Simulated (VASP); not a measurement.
AlN:

```xyz
4
Lattice="3.0886 0.0000 -0.3089 -1.5443 2.6748 0.1544 -0.4944 0.0000 4.8778" Properties=species:S:1:pos:R:3 pbc="T T T"
Al   -0.0008    1.7832    0.0074
Al    1.2964    0.8916    2.2919
N    -0.1896    1.7832    1.8705
N     1.1076    0.8916    4.1550
```

This cell differs from its parent crystal: engineering shear strain xz -0.2000, normal strain along z -0.0133.

* Program: VASP 6.6.1
* Task: relaxation of the atoms
* Functional: LDA
* Potentials or basis: VASP PAW LDA potentials, release 64 (Al, N)
* Cutoff: 520 eV
* k mesh: 9 × 9 × 6
* Occupations: gaussian, width 0.05 eV
* Spin: no spin polarisation

At the start: pressure 6.7 GPa; volume 9.97 Å³/atom.

Problem. How do energy, volume and symmetry change on relaxing?

Solution. Over 11 steps the energy falls by 25.3 meV/atom at a fixed cell; space group Cc (No. 9, to 0.1 Å) before and after.

The path:
| step | energy change (eV) | largest force (eV/Å) | pressure (GPa) |
| --- | --- | --- | --- |
| 1 | 0.0000 | 1.4207 | 6.72 |
| 2 | -0.0433 | 0.9780 | 3.93 |
| 3 | -0.0970 | 0.2540 | 4.49 |
| 4 | -0.1002 | 0.0960 | 4.12 |
| 5 | -0.1003 | 0.0589 | 4.17 |
| 6 | -0.1007 | 0.0435 | 4.16 |
| 7 | -0.1011 | 0.0321 | 4.14 |
| 8 | -0.1011 | 0.0633 | 4.10 |
| 9 | -0.1012 | 0.0410 | 4.12 |
| 10 | -0.1013 | 0.0363 | 4.20 |
| 11 | -0.1014 | 0.0071 | 4.16 |

Final structure:
```yaml
crystal:
  lattice:
    - [3.08862, 0.00000, -0.30886]
    - [-1.54431, 2.67482, 0.15443]
    - [-0.49436, 0.00000, 4.87783]
  atoms:
    - { symbol: Al, position: [0.34472, 0.66538, 0.00270] }
    - { symbol: Al, position: [0.67934, 0.33462, 0.50270] }
    - { symbol: N, position: [0.32616, 0.67639, 0.38230] }
    - { symbol: N, position: [0.64978, 0.32361, 0.88230] }
```

Caveat: the cell differs from its parent crystal (engineering shear strain xz -0.2000, normal strain along z -0.0133).
